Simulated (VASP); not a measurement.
# Rb: single point with PBE

The system is Rb.

```
Rb
1.0
     0.00000    2.97973    2.97973
     2.97973    0.00000    2.97973
     2.97973    2.97973    0.00000
Rb
1
Direct
  0.00000 0.00000 0.00000
```

This cell differs from its parent crystal: volume scaled by 0.58.

```json
{"Program": "VASP 6.6.1", "Task": "single point", "Functional": "PBE", "Potentials or basis": "VASP PAW PBE potentials, release 64 (Rb_sv)", "Cutoff": "520 eV", "k mesh": "10 × 10 × 10", "Occupations": "fermi-dirac, width 0.08 eV", "Spin": "no spin polarisation", "Dipole correction": "no", "Further INCAR settings": "ALGO = Normal; EDIFF = 1e-06; NBANDS = 10"}
```

| Property | Result |
| --- | --- |
| Pressure | 4.1 GPa |

Levels at points of the mesh, in eV from the Fermi level:
```csv
k point,band 1,band 2,band 3,band 4,band 5,band 6,band 7,band 8,band 9,band 10
"(0.00, 0.00, 0.00)",-28.86,-12.73,-12.73,-12.73,-2.73,3.95,3.95,3.95,5.96,5.96
"(0.50, 0.00, 0.00)",-28.81,-13.27,-12.80,-12.80,-0.08,1.32,3.65,3.65,7.17,7.44
"(0.50, 0.50, 0.00)",-28.80,-13.23,-12.92,-12.92,0.09,1.39,2.56,6.69,6.69,7.48
```

It took 25 s on 1 thread of Intel Xeon 6975P-C, with other jobs on the host, peak memory 0.18 GiB.
